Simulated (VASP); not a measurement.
A run of VASP 6.6.1 is set up as follows.

File INCAR:

```
  PREC = Accurate
  ENCUT = 520
  EDIFF = 1E-7
  ISMEAR = 0
  SIGMA = 0.15
  LREAL = F
  LASPH = T
  NELM = 100
  ALGO = Fast
  ISIF = 2
  LWAVE = F
  LCHARG = F
  GGA = PS
  NBANDS = 18
```

Contents of KPOINTS:

```
regular mesh
0
Gamma
  14 14 14
```

File POSCAR:

```
ScAl3
1.0
    4.2072383821      0.7959640182      0.7959640182
    0.7959640182      4.2072383821      0.7959640182
    0.7959640182      0.7959640182      4.2072383821
Sc Al
1 3
Direct
    0.0000000000      0.0000000000      0.0000000000
    0.5000000000      0.0000000000      0.5000000000
    0.0000000000      0.5000000000      0.5000000000
    0.5000000000      0.5000000000      0.0000000000
```

Potentials or basis: VASP PAW PBE potentials, release 64 (Sc_sv, Al).

The run is started by

```console
$ cat potpaw_PBE.64/Sc_sv/POTCAR potpaw_PBE.64/Al/POTCAR > POTCAR
$ mpirun -np 1 vasp_std > vasp.out
```

(1) Estimate the pressure.

(2) Estimate the band gap on the k mesh.

Results:

(1) 39.0 GPa.

(2) zero (bands 10 and 11 overlap by 0.77 eV).

Caveat: the cell stands under pressure; the PAW data sets were made with another functional, which shifts forces and pressure a little.
